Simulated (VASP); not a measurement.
# MgS (Fm-3m) in VASP: notebook

Runs on MgS. Level: PBEsol. Tasks: single point.

All numbers are computed with VASP 6.6.1; they aren't measurements. Logs are shortened: lines on timing, memory, paths and dates and some standing lists are left out, and cuts for length are marked.

### Step 1. The cell of the first run

The structure is cubic, space group Fm-3m (No. 225). The conventional cell has a = 5.006 Å, b = 5.006 Å, c = 5.006 Å, α = 90.00°, β = 90.00°, γ = 90.00°. Within 3.3 Å of Mg (site symmetry m-3m) lie 6 S at 2.50 Å. Within 3.3 Å of S (site symmetry m-3m) lie 6 Mg at 2.50 Å.

### Step 2. Single point, PBEsol

Input file INCAR:

```
PREC = Accurate ; ENCUT = 520
EDIFF = 1E-7 ; ISMEAR = 0
SIGMA = 0.01 ; LREAL = False
LASPH = True ; NELM = 80
ALGO = Normal ; ISIF = 2
LWAVE = False ; LCHARG = False
GGA = PS ; NBANDS = 11
```

Input file KPOINTS:

```
Automatic mesh
0
Gamma
  8 8 8
```

Input file POSCAR:

```
MgS
1.0
    2.5029884614      2.5029884614      0.0000000000
   -2.5029884614      2.5029884614      0.0000000000
    0.0000000000      2.5029884614      2.5029884614
Mg S
1 1
Direct
    0.0000000000      0.0000000000      0.0000000000
    0.5000000000      0.5000000000      0.0000000000
```

Potentials or basis: VASP PAW PBE potentials, release 64 (Mg, S).

Command:

```sh
cat potpaw_PBE.64/Mg/POTCAR potpaw_PBE.64/S/POTCAR > POTCAR
mpirun -np 1 vasp_std > vasp.out
```

OUTCAR:

```text
PREC = Accurate
   ENCUT = 520
   EDIFF = 1E-7
   ISMEAR = 0
   LREAL = False
   LASPH = True
   NELM = 80
   ISIF = 2
   GGA = PS

 ion  position               nearest neighbor table
   1  0.000  0.000  0.000-   2 2.50   2 2.50   2 2.50   2 2.50   2 2.50   2 2.50
   2  0.500  0.500  0.000-   1 2.50   1 2.50   1 2.50   1 2.50   1 2.50   1 2.50

  LATTYP: Found a face centered cubic cell.
 ALAT       =     5.0059769228

  Lattice vectors:

 A1 = (   0.0000000000,   2.5029884614,   2.5029884614)
 A2 = (   2.5029884614,   0.0000000000,   2.5029884614)
 A3 = (   2.5029884614,   2.5029884614,   0.0000000000)

Analysis of symmetry for initial positions (statically):
=====================================================================
 Subroutine PRICEL returns:
 Original cell was already a primitive cell.

 Routine SETGRP: Setting up the symmetry group for a
 face centered cubic supercell.

 Subroutine GETGRP returns: Found 48 space group operations
 (whereof 48 operations were pure point group operations)
 out of a pool of 48 trial point group operations.

The static configuration has the point symmetry O_h .

Analysis of symmetry for dynamics (positions and initial velocities):
=====================================================================
 Subroutine PRICEL returns:
 Original cell was already a primitive cell.

 Routine SETGRP: Setting up the symmetry group for a
 face centered cubic supercell.

 Subroutine GETGRP returns: Found 48 space group operations
 (whereof 48 operations were pure point group operations)
 out of a pool of 48 trial point group operations.

The dynamic configuration has the point symmetry O_h .

 Subroutine INISYM returns: Found 48 space group operations
 (whereof 48 operations are pure point group operations),
 and found     1 'primitive' translations

----------------------------------------------------------------------------------------

                                     Primitive cell

  volume of cell :      31.3622

  direct lattice vectors                    reciprocal lattice vectors
     2.502988461  2.502988461  0.000000000     0.199761209  0.199761209 -0.199761209
    -2.502988461  2.502988461  0.000000000    -0.199761209  0.199761209 -0.199761209
     0.000000000  2.502988461  2.502988461     0.000000000  0.000000000  0.399522417

  length of vectors
     3.539760229  3.539760229  3.539760229     0.345996563  0.345996563  0.399522417

  position of ions in fractional coordinates (direct lattice)
     0.000000000  0.000000000  0.000000000
     0.500000000  0.500000000  0.000000000

  ion indices of the primitive-cell ions
   primitive index   ion index
                 1           1
                 2           2

----------------------------------------------------------------------------------------

 KPOINTS: Automatic mesh

Automatic generation of k-mesh.
 Grid dimensions read from file:
 generate k-points for:    8    8    8

 Generating k-lattice:

  Cartesian coordinates                     Fractional coordinates (reciprocal lattice)
     0.024970151  0.024970151 -0.024970151     0.125000000  0.000000000  0.000000000
    -0.024970151  0.024970151 -0.024970151     0.000000000  0.125000000  0.000000000
     0.000000000  0.000000000  0.049940302     0.000000000  0.000000000  0.125000000

  Length of vectors
     0.043249570  0.043249570  0.049940302

  Shift w.r.t. Gamma in fractional coordinates (k-lattice)
     0.000000000  0.000000000  0.000000000

 Subroutine IBZKPT returns following result:
 ===========================================

 Found     29 irreducible k-points:

 Following reciprocal coordinates:
            Coordinates               Weight
  0.000000  0.000000  0.000000      1.000000
  0.125000  0.000000  0.000000      8.000000
  0.250000  0.000000  0.000000      8.000000
  0.375000  0.000000  0.000000      8.000000
  0.500000  0.000000  0.000000      4.000000
  0.125000  0.125000  0.000000     12.000000
[... 16 lines left out ...]
  0.375000  0.250000  0.125000     48.000000
  0.500000  0.250000  0.125000     24.000000
 [... further k-points ...]
   k-points           NKPTS =     29   k-points in BZ     NKDIM =     29   number of bands    NBANDS=     11
   number of dos      NEDOS =    301   number of ions     NIONS =      2
   total plane-waves  NPLWV =  21952
   dimension x,y,z NGX =    28 NGY =   28 NGZ =   28
   dimension x,y,z NGXF=    56 NGYF=   56 NGZF=   56
   ions per type =               1   1
   NGX,Y,Z   is equivalent  to a cutoff of  13.15, 13.15, 13.15 a.u.
   NGXF,Y,Z  is equivalent  to a cutoff of  26.30, 26.30, 26.30 a.u.
 SYSTEM =  unknown system
   PREC   = accura    normal or accurate (medium, high low for compatibility)
   ISTART =      0    job   : 0-new  1-cont  2-samecut
   ICHARG =      2    charge: 1-file 2-atom 10-const
   ISPIN  =      1    spin polarized calculation?
   LNONCOLLINEAR =      F non collinear calculations
   LSORBIT =      F    spin-orbit coupling
   LASPH  =      T    aspherical Exc in radial PAW
   ENCUT  =  520.0 eV  38.22 Ry    6.18 a.u.   6.58  6.58  6.58*2*pi/ulx,y,z
   NELM   =     80;   NELMIN=  2; NELMDL= -5     # of ELM steps
   EDIFF  = 0.1E-06   stopping-criterion for ELM
   LREAL  =      F    real-space projection
   EDIFFG = 0.1E-05   stopping-criterion for IOM
   NSW    =      0    number of steps for IOM
   IBRION =     -1    ionic relax: 0-MD 1-quasi-New 2-CG
   NFREE  =      0    steps in history (QN), initial steepest desc. (CG)
   ISIF   =      2    stress and relaxation
   ISYM   =      2    0-nonsym 1-usesym 2-fastsym
   POTIM  = 0.5000    time-step for ionic-motion
   TEBEG  =    0.0;   TEEND  =   0.0 temperature during run
   PSTRESS=    0.0 pullay stress
   NELECT =       8.0000    total number of electrons
   NUPDOWN=      -1.0000    fix difference up-down
   EMIN   =  10.00;   EMAX   =-10.00  energy-range for DOS
   EFERMI =   0.00;   METHOD = LEGACY
   ISMEAR =     0;   SIGMA  =   0.01  broadening in eV -4-tet -1-fermi 0-gaus
   EFERMI_NEDOS =   21; number of points for ismear=-14 and -15
   IALGO  =     38    algorithm
   IMIX   =      4    mixing-type and parameters
     AMIX     =   0.40;   BMIX     =  1.00
     AMIX_MAG =   1.60;   BMIX_MAG =  1.00
  volume/ion in A,a.u.               =      15.68       105.82
  Fermi-wavevector in a.u.,A,eV,Ry     =   1.038252  1.962011 14.666626  1.077967
  Thomas-Fermi vector in A             =   2.172727
   LORBIT       =      0    0 simple, 1 ext, 2 COOP (PROOUT), +10 PAW based schemes
   GGA     = PS    functional components
   LHFCALC =     F    Hartree Fock is set to
   AEXX    =    0.0000 exact exchange contribution
   IVDW    =     0    specifies the selected vdW correction
   LEPSILON=     F    determine dielectric tensor
   LRPA    =     F    only Hartree local field effects (RPA)
 non-spin polarized calculation
 Gauss-broadening in eV      SIGMA  =   0.01
  energy-cutoff  :      520.00
  volume of cell :       31.36
 maximum number of plane-waves:       877
 NGX is ok and might be reduce to    28
   NGX = 13   NGY = 13   NGZ = 13

 number of electron       8.0000001 magnetization

 Free energy of the ion-electron system (eV)
  ---------------------------------------------------
  ext. energy  EPLUGINS =         0.00000000
  ---------------------------------------------------
  free energy    TOTEN  =        -8.98009866 eV

  energy without entropy =       -8.98009866  energy(sigma->0) =       -8.98009866

 E-fermi :   4.9209     XC(G=0): -10.3257

 val. band max:        4.7816246685   @ k =   0.0000   0.0000   0.0000
 cond. band min:       7.7180501657   @ k =   0.5000   0.5000   0.0000
 fundamental gap:      2.9364254973
 Fermi energy:         4.9208561786

 k-point     1 :       0.0000    0.0000    0.0000
  band No.  band energies     occupation
      1      -8.6244      2.00000
      2       4.7816      2.00000
      3       4.7816      2.00000
      4       4.7816      2.00000
      5       9.3511      0.00000
      6      12.5320      0.00000
      7      12.5320      0.00000
      8      12.5320      0.00000
      9      15.2014      0.00000
     10      15.2014      0.00000
     11      17.3312      0.00000

 k-point     2 :       0.1250    0.0000    0.0000
  band No.  band energies     occupation
      1      -8.4422      2.00000
      2       3.6299      2.00000
      3       4.6501      2.00000
      4       4.6501      2.00000
      5      10.0720      0.00000
      6      12.3400      0.00000
      7      12.8414      0.00000
      8      12.8414      0.00000
      9      14.6300      0.00000
     10      14.6300      0.00000
     11      18.1487      0.00000

 k-point     3 :       0.2500    0.0000    0.0000
  band No.  band energies     occupation
      1      -7.9414      2.00000
      2       1.6258      2.00000
      3       4.3687      2.00000
      4       4.3687      2.00000
      5       9.9873      0.00000
      6      12.6193      0.00000
      7      12.6193      0.00000
      8      13.7250      0.00000
      9      15.1984      0.00000
     10      15.1984      0.00000
     11      17.3493      0.00000

 k-point     4 :       0.3750    0.0000    0.0000
  band No.  band energies     occupation
      1      -7.3067      2.00000
      2      -0.0698      2.00000
      3       4.1255      2.00000
      4       4.1255      2.00000
      5       9.5149      0.00000
      6      11.9733      0.00000
      7      11.9733      0.00000
      8      15.7802      0.00000
      9      16.7660      0.00000
     10      17.3193      0.00000
     11      17.3193      0.00000
[... 239 lines left out ...]
 k-point    22 :       0.2500    0.2500    0.1250
  band No.  band energies     occupation
      1      -7.5428      2.00000
      2       1.3342      2.00000
      3       3.0140      2.00000
      4       3.9424      2.00000
      5      10.9895      0.00000
      6      11.0401      0.00000
      7      12.1838      0.00000
      8      14.4637      0.00000
      9      15.0858      0.00000
     10      18.2438      0.00000
     11      20.5096      0.00000

 k-point    23 :       0.3750    0.2500    0.1250
  band No.  band energies     occupation
      1      -6.9972      2.00000
      2       0.3039      2.00000
      3       2.3895      2.00000
      4       3.5687      2.00000
      5      10.5949      0.00000
      6      11.2851      0.00000
      7      12.7655      0.00000
      8      14.2454      0.00000
      9      16.9545      0.00000
     10      19.7434      0.00000
     11      20.4693      0.00000

 k-point    24 :       0.5000    0.2500    0.1250
  band No.  band energies     occupation
      1      -6.7253      2.00000
      2      -0.1956      2.00000
      3       2.2292      2.00000
      4       3.3825      2.00000
      5      10.5301      0.00000
      6      10.9989      0.00000
      7      13.4908      0.00000
      8      14.6675      0.00000
      9      17.4516      0.00000
     10      19.0569      0.00000
     11      20.9144      0.00000

 [... further k-points ...]

------------------------ aborting loop because EDIFF is reached ----------------------------------------

  FORCE on cell =-STRESS in cart. coord.  units (eV):
  Direction    XX          YY          ZZ          XY          YZ          ZX
  --------------------------------------------------------------------------------------
  -------------------------------------------------------------------------------------
  Total        1.9265278      1.9265278      1.9265278      0.0000000     -0.0000000      0.0000000
  in kB       98.4190838     98.4190838     98.4190838      0.0000000     -0.0000000      0.0000000
  external PRESSURE =      98.4190838 kB  Pullay stress =       0.0000000 kB

 VOLUME and BASIS-vectors are now :
 -----------------------------------------------------------------------------
  energy-cutoff  :      520.00
  volume of cell :       31.36
      direct lattice vectors                 reciprocal lattice vectors
     2.502988461  2.502988461  0.000000000     0.199761209  0.199761209 -0.199761209
    -2.502988461  2.502988461  0.000000000    -0.199761209  0.199761209 -0.199761209
     0.000000000  2.502988461  2.502988461     0.000000000  0.000000000  0.399522417

 POSITION                                       TOTAL-FORCE (eV/Angst)
 -----------------------------------------------------------------------------------
      0.00000      0.00000      0.00000         0.000000     -0.000000      0.000000
      0.00000      2.50299      0.00000         0.000000      0.000000      0.000000
 -----------------------------------------------------------------------------------
    total drift:                               -0.000000      0.000000     -0.000000

  FREE ENERGIE OF THE ION-ELECTRON SYSTEM (eV)
  ---------------------------------------------------
  free  energy   TOTEN  =        -8.9800986596 eV

  energy  without entropy=       -8.9800986596  energy(sigma->0) =       -8.98009866
```

Run time: 19 s. Hardware: 1 thread of AMD EPYC 7R43 (Zen 3), shared host; peak memory 0.12 GiB.

Results:

```
Free energy            : -8.9801 eV
Pressure               : 9.8 GPa
Band gap on the k mesh : 2.94 eV, indirect (least direct gap 4.57 eV)
```

Caveat: the PAW data sets were made with another functional, which shifts forces and pressure a little.

### Step 3. Single point, PBEsol

Input file INCAR:

```
SYSTEM = MgS
PREC = Accurate
ENCUT = 520
EDIFF = 1E-6
ISMEAR = 0
SIGMA = 0.01
LREAL = .FALSE.
LASPH = .TRUE.
NELM = 80
ALGO = Normal
ISIF = 2
LWAVE = .FALSE.
LCHARG = .TRUE.
GGA = PS
LELF = .TRUE.
LVHAR = .TRUE.
NBANDS = 11
```

Input file KPOINTS:

```
regular mesh
0
G
  8 8 8
  0 0 0
```

POSCAR is that of step 2.

Potentials or basis: VASP PAW PBE potentials, release 64 (Mg, S).

Command:

```sh
cat potpaw_PBE.64/Mg/POTCAR potpaw_PBE.64/S/POTCAR > POTCAR
mpirun -np 1 vasp_std > vasp.out
```

It took 19 s on 1 thread of AMD EPYC 7R43 (Zen 3), shared host; peak memory 0.12 GiB.

The run converged. Its results:

- Free energy: -8.9801 eV
- Pressure: 9.8 GPa
- Band gap on the k mesh: 2.94 eV, indirect (least direct gap 4.57 eV)

Levels at points of the mesh, in eV from the valence-band top:
```tsv
k point	band 1	band 2	band 3	band 4	band 5	band 6	band 7	band 8
(0.00, 0.00, 0.00)	-13.41	0.00	0.00	0.00	4.57	7.75	7.75	7.75
(0.50, 0.00, 0.00)	-11.76	-5.55	-0.75	-0.75	4.56	6.94	6.94	11.29
(0.50, 0.50, 0.00)	-11.28	-4.91	-1.99	-1.99	2.94	3.85	13.05	13.14
```

Caveat: the PAW data sets were made with another functional, which shifts forces and pressure a little. A k mesh can miss the band edges.

(Continued in part 2 of 2.)
